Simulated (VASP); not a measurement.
Wanted: the native input for a VASP 6.6.1 run.

```
Task                   : relaxation of cell and atoms
Functional             : PBE
Potentials or basis    : VASP PAW PBE potentials, release 64 (Hg, Te)
Cutoff                 : 600 eV
k mesh                 : 12 × 12 × 6
Occupations            : gaussian, width 0.1 eV
Spin                   : no spin polarisation
Dipole correction      : no
Further INCAR settings : ALGO = Normal; EDIFF = 1e-06; IBRION = 2; EDIFFG = -0.005; NSW = 100; ISIF = 3
```

The structure of HgTe lies in POSCAR:

```
HgTe
1.0
    4.6984519703      0.0000002984      0.0000000000
   -2.3492262435      4.0689786155      0.0000000000
    0.0000000000      0.0000000000      7.7128757318
Hg Te
2 2
Direct
    0.0000000000      0.0000000000      0.0001023822
    0.3333333333      0.6666666667      0.5001023822
    0.0000000000      0.0000000000      0.3748976178
    0.3333333333      0.6666666667      0.8748976178
```

One way to write it, as run:

INCAR

```
SYSTEM = HgTe
PREC = Accurate
ENCUT = 600
EDIFF = 1E-6
ISMEAR = 0
SIGMA = 0.1
LREAL = .False.
LASPH = .True.
NELM = 100
ALGO = Normal
ISIF = 3
LWAVE = .False.
LCHARG = .False.
GGA = PE
IBRION = 2
NSW = 100
EDIFFG = -0.005
```

KPOINTS

```
Automatic mesh
0
Gamma
  12 12 6
  0 0 0
```

Potentials or basis: VASP PAW PBE potentials, release 64 (Hg, Te).

Command:

```console
$ cat potpaw_PBE.64/Hg/POTCAR potpaw_PBE.64/Te/POTCAR > POTCAR
$ mpirun -np 1 vasp_std > vasp.out
```

Results of the run:

| Property | Result |
| --- | --- |
| Relaxed volume | 36.91 Å³/atom |
| Relaxed cell | a = 4.700 Å, b = 4.700 Å, c = 7.716 Å, α = 90.00°, β = 90.00°, γ = 120.00° |
| Space group after relaxing (to 0.05 Å) | P6_3mc (No. 186) |
| Energy gained by relaxing | 0.0 meV/atom |
| Ionic steps | 2 |
| Pressure after relaxing | 0.0 GPa |
| Band gap on the k mesh | zero (filled and empty bands touch) |

Caveat: spin-orbit coupling is left out, which moves the levels of the heavy elements.

Run time: 6 min on 1 thread of Intel(R) Xeon(R) Platinum 8259CL CPU @ 2.50GHz (Skylake/Cascade Lake) (shared host), peak memory 0.52 GiB.
